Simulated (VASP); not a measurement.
# CoO in VASP: further runs

Runs on CoO. Level: PBEsol. Tasks: single point, relaxation of cell and atoms.

Program: VASP 6.6.1. These are calculated values, not measurements. Logs are shortened: lines on timing, memory, paths and dates and some standing lists are left out, and cuts for length are marked.

## 1. The cell of the first run

Symmetry: R-3m, No. 166, trigonal system. The conventional cell has a = 3.011 Å, b = 3.011 Å, c = 7.320 Å, α = 90.00°, β = 90.00°, γ = 120.00°. Within 2.8 Å of Co (site symmetry -3m) lie 6 O at 2.12 Å. Within 2.8 Å of O (site symmetry -3m) lie 6 Co at 2.12 Å.

## 2. Single point, PBEsol

INCAR reads:

```
SYSTEM = CoO
ALGO = Normal ; EDIFF = 1E-7
ENCUT = 520 ; GGA = PS
ISIF = 2 ; ISMEAR = 0
LASPH = .True. ; LCHARG = .False.
LREAL = .False. ; LWAVE = .False.
NBANDS = 14 ; NELM = 100
PREC = Accurate ; SIGMA = 0.1
```

KPOINTS reads:

```
k-points
0
Gamma
  18 18 18
  0 0 0
```

POSCAR reads:

```
CoO
1.0
    1.5054695445      0.8691832468      2.4399269062
   -1.5054695445      0.8691832468      2.4399269062
    0.0000000000     -1.7383664936      2.4399269062
Co O
1 1
Direct
    0.0000000000      0.0000000000      0.0000000000
    0.5000000000      0.5000000000      0.5000000000
```

Potentials or basis: VASP PAW PBE potentials, release 64 (Co, O).

The run is started by

```bash
cat potpaw_PBE.64/Co/POTCAR potpaw_PBE.64/O/POTCAR > POTCAR
mpirun -np 1 vasp_std > vasp.out
```

OUTCAR:

```text
SYSTEM = CoO
   EDIFF = 1E-7
   ENCUT = 520
   GGA = PS
   ISIF = 2
   ISMEAR = 0
   LASPH = .True.
   LREAL = .False.
   NELM = 100
   PREC = Accurate

 ion  position               nearest neighbor table
   1  0.000  0.000  0.000-   2 2.12   2 2.12   2 2.12   2 2.12   2 2.12   2 2.12
   2  0.500  0.500  0.500-   1 2.12   1 2.12   1 2.12   1 2.12   1 2.12   1 2.12

  LATTYP: Found a trigonal (rhomboedric) cell.
 ALAT       =     2.9958573687
 COS(alpha) =     0.4949531368

  Lattice vectors:

 A1 = (   1.5054695445,   0.8691832468,   2.4399269062)
 A2 = (  -1.5054695445,   0.8691832468,   2.4399269062)
 A3 = (   0.0000000000,  -1.7383664936,   2.4399269062)

Analysis of symmetry for initial positions (statically):
=====================================================================
 Subroutine PRICEL returns:
 Original cell was already a primitive cell.

 Routine SETGRP: Setting up the symmetry group for a
 trigonal (rhombohedral) supercell.

 Subroutine GETGRP returns: Found 12 space group operations
 (whereof 12 operations were pure point group operations)
 out of a pool of 12 trial point group operations.

The static configuration has the point symmetry D_3d.

Analysis of symmetry for dynamics (positions and initial velocities):
=====================================================================
 Subroutine PRICEL returns:
 Original cell was already a primitive cell.

 Routine SETGRP: Setting up the symmetry group for a
 trigonal (rhombohedral) supercell.

 Subroutine GETGRP returns: Found 12 space group operations
 (whereof 12 operations were pure point group operations)
 out of a pool of 12 trial point group operations.

The dynamic configuration has the point symmetry D_3d.

 Subroutine INISYM returns: Found 12 space group operations
 (whereof 12 operations are pure point group operations),
 and found     1 'primitive' translations

----------------------------------------------------------------------------------------

                                     Primitive cell

  volume of cell :      19.1563

  direct lattice vectors                    reciprocal lattice vectors
     1.505469544  0.869183247  2.439926906     0.332122295  0.191750896  0.136616114
    -1.505469544  0.869183247  2.439926906    -0.332122295  0.191750896  0.136616114
     0.000000000 -1.738366494  2.439926906     0.000000000 -0.383501793  0.136616114

  length of vectors
     2.995857369  2.995857369  2.995857369     0.407108816  0.407108816  0.407108816
[... 85 lines left out ...]
   IBRION =     -1    ionic relax: 0-MD 1-quasi-New 2-CG
   NFREE  =      0    steps in history (QN), initial steepest desc. (CG)
   ISIF   =      2    stress and relaxation
   ISYM   =      2    0-nonsym 1-usesym 2-fastsym
   POTIM  = 0.5000    time-step for ionic-motion
   TEBEG  =    0.0;   TEEND  =   0.0 temperature during run
   PSTRESS=    0.0 pullay stress
   NELECT =      15.0000    total number of electrons
   NUPDOWN=      -1.0000    fix difference up-down
   EMIN   =  10.00;   EMAX   =-10.00  energy-range for DOS
   EFERMI =   0.00;   METHOD = LEGACY
   ISMEAR =     0;   SIGMA  =   0.10  broadening in eV -4-tet -1-fermi 0-gaus
   EFERMI_NEDOS =   21; number of points for ismear=-14 and -15
   IALGO  =     38    algorithm
   IMIX   =      4    mixing-type and parameters
     AMIX     =   0.40;   BMIX     =  1.00
     AMIX_MAG =   1.60;   BMIX_MAG =  1.00
  volume/ion in A,a.u.               =       9.58        64.64
  Fermi-wavevector in a.u.,A,eV,Ry     =   1.508927  2.851458 30.978555  2.276860
  Thomas-Fermi vector in A             =   2.619316
   LORBIT       =      0    0 simple, 1 ext, 2 COOP (PROOUT), +10 PAW based schemes
   GGA     = PS    functional components
   LHFCALC =     F    Hartree Fock is set to
   AEXX    =    0.0000 exact exchange contribution
   IVDW    =     0    specifies the selected vdW correction
   LEPSILON=     F    determine dielectric tensor
   LRPA    =     F    only Hartree local field effects (RPA)
 non-spin polarized calculation
 Gauss-broadening in eV      SIGMA  =   0.10
  energy-cutoff  :      520.00
  volume of cell :       19.16
 maximum number of plane-waves:       534
   NGX = 11   NGY = 11   NGZ = 11

 number of electron      15.0000006 magnetization

 Free energy of the ion-electron system (eV)
  ---------------------------------------------------
  ext. energy  EPLUGINS =         0.00000000
  ---------------------------------------------------
  free energy    TOTEN  =       -13.50560481 eV

  energy without entropy =      -13.48279825  energy(sigma->0) =      -13.49420153

 E-fermi :   7.6565     XC(G=0): -12.7282

 val. band max:        7.6564017801   @ k =  -0.3889   0.3333   0.2778
 cond. band min:       7.6567679766   @ k =   0.5000   0.3333   0.0000
 fundamental gap:      0.0003661965
 Fermi energy:         7.6564901697

 k-point     1 :       0.0000    0.0000    0.0000
  band No.  band energies     occupation
      1     -12.6554      2.00000
      2       4.3075      2.00000
      3       4.3075      2.00000
      4       4.3547      2.00000
      5       6.3192      2.00000
      6       6.3192      2.00000
      7       6.3560      2.00000
      8       6.5949      2.00000
      9       6.5949      2.00000
     10       8.9665      0.00000
     11      24.5580      0.00000
     12      26.2160      0.00000
     13      26.2160      0.00000
     14      26.4182      0.00000
[... 377 lines left out ...]
      1     -12.1093      2.00000
      2       1.6029      2.00000
      3       2.9942      2.00000
      4       3.1406      2.00000
      5       6.7003      2.00000
      6       6.7421      2.00000
      7       6.9575      2.00000
      8       7.7742      0.09595
      9       8.3156      0.00000
     10      11.5876      0.00000
     11      19.7954      0.00000
     12      23.2275      0.00000
     13      24.2617      0.00000
     14      28.1569      0.00000

 [... further k-points ...]
[... 5 lines left out ...]
  --------------------------------------------------------------------------------------
  -------------------------------------------------------------------------------------
  Total       -3.2988596     -3.2988596     -3.2497973     -0.0000000     -0.0000000      0.0000000
  in kB     -275.9071955   -275.9071955   -271.8037632     -0.0000000     -0.0000000      0.0000000
  external PRESSURE =    -274.5393847 kB  Pullay stress =       0.0000000 kB

 VOLUME and BASIS-vectors are now :
 -----------------------------------------------------------------------------
  energy-cutoff  :      520.00
  volume of cell :       19.16
      direct lattice vectors                 reciprocal lattice vectors
     1.505469544  0.869183247  2.439926906     0.332122295  0.191750896  0.136616114
    -1.505469544  0.869183247  2.439926906    -0.332122295  0.191750896  0.136616114
     0.000000000 -1.738366494  2.439926906     0.000000000 -0.383501793  0.136616114

 POSITION                                       TOTAL-FORCE (eV/Angst)
 -----------------------------------------------------------------------------------
      0.00000      0.00000      0.00000        -0.000000      0.000000     -0.000000
      0.00000      0.00000      3.65989         0.000000     -0.000000      0.000000
 -----------------------------------------------------------------------------------
    total drift:                               -0.000000      0.000000     -0.000000

  FREE ENERGIE OF THE ION-ELECTRON SYSTEM (eV)
  ---------------------------------------------------
  free  energy   TOTEN  =       -13.5056048062 eV

  energy  without entropy=      -13.4827982532  energy(sigma->0) =      -13.49420153
```

Wall time 74 s (1 thread of Intel Xeon 6975P-C (Granite Rapids), shared host); peak memory 0.27 GiB.

Results:

```
Free energy            : -13.5056 eV
Pressure               : -27.5 GPa
Band gap on the k mesh : zero (an odd number of electrons rules out a gap without spin polarisation)
```

Caveat: the cell stands under tension; the PAW data sets were made with another functional, which shifts forces and pressure a little; an odd number of electrons without spin polarisation forces a metal; a magnetic or distorted state may lie lower; the run has no spin polarisation, though such a crystal can be magnetic; semilocal functionals often make such compounds metallic where correlation or magnetic order opens a gap, which also shifts bond lengths. With open d or f shells a metallic result of PBEsol can be an artefact of self-interaction; +U or a hybrid may open a gap.

## 3. Single point, PBEsol

This run uses another cell than the first one, of 8.22 Å³/atom.

INCAR reads:

```
SYSTEM = CoO
  ALGO = Normal
  EDIFF = 1E-7
  ENCUT = 520
  GGA = PS
  ISIF = 2
  ISMEAR = 0
  LASPH = .True.
  LCHARG = .False.
  LREAL = .False.
  LWAVE = .False.
  NBANDS = 14
  NELM = 60
  PREC = Accurate
  SIGMA = 0.1
```

KPOINTS is that of step 2.

POSCAR reads:

```
CoO
1.0
    1.4272256425      0.8240091089      2.3303045136
   -1.4272256425      0.8240091089      2.3303045136
    0.0000000000     -1.6480182178      2.3303045136
Co O
1 1
Direct
    0.0000000000      0.0000000000      0.0000000000
    0.5000000000      0.5000000000      0.5000000000
```

Potentials or basis: VASP PAW PBE potentials, release 64 (Co, O).

The run is started by

```bash
cat potpaw_PBE.64/Co/POTCAR potpaw_PBE.64/O/POTCAR > POTCAR
mpirun -np 1 vasp_std > vasp.out
```

Run time: 70 s. Hardware: 1 thread of Intel Xeon 6975P-C (Granite Rapids), shared host; peak memory 0.25 GiB.

It converged, with:

```
Free energy            : -13.7706 eV
Pressure               : 0.1 GPa
Band gap on the k mesh : zero (an odd number of electrons rules out a gap without spin polarisation)
```

Levels at points of the mesh, in eV from the Fermi level:
```csv
k point,band 4,band 5,band 6,band 7,band 8,band 9,band 10,band 11
"(0.00, 0.00, 0.00)",-4.04,-1.82,-1.82,-1.82,-1.43,-1.43,2.16,17.30
"(0.50, 0.00, 0.00)",-6.59,-0.61,-0.61,-0.23,1.91,1.91,5.54,11.12
"(0.50, 0.50, 0.00)",-5.41,-3.27,-0.87,-0.22,-0.22,-0.05,7.54,10.84
"(0.50, 0.50, 0.50)",-6.59,-0.61,-0.61,-0.23,1.91,1.91,5.54,11.12
```

Caveat: the PAW data sets were made with another functional, which shifts forces and pressure a little; an odd number of electrons without spin polarisation forces a metal; a magnetic or distorted state may lie lower; the run has no spin polarisation, though such a crystal can be magnetic; semilocal functionals often make such compounds metallic where correlation or magnetic order opens a gap, which also shifts bond lengths. Spin polarisation is off, so any magnetic state and its effect on volume and gap are missing.

## 4. Relaxation of cell and atoms, PBEsol

INCAR reads:

```
SYSTEM = CoO
PREC     = Accurate       ! precision mode
ENCUT    = 600            ! plane-wave cutoff, eV
EDIFF    = 1E-6           ! SCF threshold, eV
ISMEAR   = 0              ! smearing method
SIGMA    = 0.1            ! smearing width, eV
LREAL    = .False.        ! projectors in reciprocal space
LASPH    = .True.         ! aspherical terms in the spheres
NELM     = 80             ! most SCF steps
ALGO     = Normal         ! electronic algorithm
ISIF     = 3              ! what is computed and relaxed
LWAVE    = .False.        ! write WAVECAR
LCHARG   = .False.        ! write CHGCAR
GGA      = PS             ! functional
IBRION   = 2              ! ionic algorithm
NSW      = 80             ! ionic steps
EDIFFG   = -0.01          ! ionic threshold
```

KPOINTS reads:

```
Automatic mesh
0
Gamma
  18 18 18
  0 0 0
```

POSCAR reads:

```
CoO
1.0
    1.5054695445      0.8691832468      2.4399269062
   -1.5054695445      0.8691832468      2.4399269062
    0.0000000000     -1.7383664936      2.4399269062
Co O
1 1
Direct
    0.0000000000      0.0000000000      0.0000000000
    0.5000000000      0.5000000000      0.5000000000
```

The run is started by

```bash
cat potpaw_PBE.64/Co/POTCAR potpaw_PBE.64/O/POTCAR > POTCAR
mpirun -np 1 vasp_std > vasp.out
```

It took 4.9 min on 1 thread of Intel Xeon 6975P-C (Granite Rapids), shared host; peak memory 0.3 GiB.

Results (log left out):

| Item | Value |
| --- | --- |
| Free energy | -13.7801 eV |
| Relaxed volume | 8.22 Å³/atom |
| Relaxed cell | a = 2.851 Å, b = 2.851 Å, c = 2.851 Å, α = 60.11°, β = 60.11°, γ = 60.11° |
| Space group after relaxing (to 0.1 Å) | Fm-3m (No. 225) |
| Energy gained by relaxing | 136.6 meV/atom |
| Ionic steps | 8 |
| Pressure after relaxing | 0.0 GPa |
| Band gap on the k mesh | zero (an odd number of electrons rules out a gap without spin polarisation) |

Stress tensor (GPa, compression positive):
```
-0.08  0.00  0.00
 0.00 -0.08  0.00
 0.00  0.00  0.06
```

The path:
```csv
step,energy change (eV),largest force (eV/Å),pressure (GPa),volume (Å³)
1,0.0000,0.0000,-27.62,19.16
2,-0.1402,0.0000,31.19,14.93
3,-0.2730,0.0000,-0.41,16.45
4,-0.2730,0.0000,0.38,16.40
5,-0.2730,0.0000,-0.24,16.45
6,-0.2731,0.0000,-0.08,16.43
7,-0.2731,0.0000,0.06,16.43
8,-0.2731,0.0000,-0.03,16.43
```

Final structure:
```xyz
2
Lattice="1.4280 0.8244 2.3261 -1.4280 0.8244 2.3261 0.0000 -1.6489 2.3261" Properties=species:S:1:pos:R:3 pbc="T T T"
Co    0.0000    0.0000    0.0000
O     0.0000    0.0000    3.4891
```

Levels at points of the mesh, in eV from the Fermi level:
```
           k point  band 4  band 5  band 6  band 7  band 8  band 9  band 10  band 11
(0.00, 0.00, 0.00)   -4.03   -1.83   -1.83   -1.81   -1.43   -1.43     2.16    17.30
(0.50, 0.00, 0.00)   -6.58   -0.62   -0.61   -0.23    1.91    1.92     5.55    11.12
(0.50, 0.50, 0.00)   -5.41   -3.28   -0.87   -0.22   -0.22   -0.05     7.54    10.85
(0.50, 0.50, 0.50)   -6.61   -0.61   -0.61   -0.22    1.92    1.92     5.53    11.16
```

Caveat: the PAW data sets were made with another functional, which shifts forces and pressure a little; an odd number of electrons without spin polarisation forces a metal; a magnetic or distorted state may lie lower; the run has no spin polarisation, though such a crystal can be magnetic; semilocal functionals often make such compounds metallic where correlation or magnetic order opens a gap, which also shifts bond lengths. Spin polarisation is off, so any magnetic state and its effect on volume and gap are missing.

## 5. Summary

```csv
task,cell,cutoff (eV),gap on the mesh (eV),pressure (GPa)
single point,"a = 2.996 Å, angles 60.3°, 2 atoms",520,none,-27.5
single point,"a = 2.854 Å, angles 60.0°, 2 atoms",520,none,0.1
relaxation of cell and atoms,"relaxed from a = 2.996 Å, angles 60.3°, 2 atoms",600,none,0.0
```

Alike in all rows: level PBEsol; potentials or basis VASP PAW PBE potentials, release 64 (Co, O); no spin polarisation; k mesh 18 × 18 × 18; smearing gaussian 0.1 eV.

Caveats: the PAW data sets were made with another functional, which shifts forces and pressure a little; an odd number of electrons without spin polarisation forces a metal; a magnetic or distorted state may lie lower; the run has no spin polarisation, though such a crystal can be magnetic; semilocal functionals often make such compounds metallic where correlation or magnetic order opens a gap, which also shifts bond lengths; the cell stands under tension (at least some runs).

Absolute energies hang on the potentials; compare differences alone.
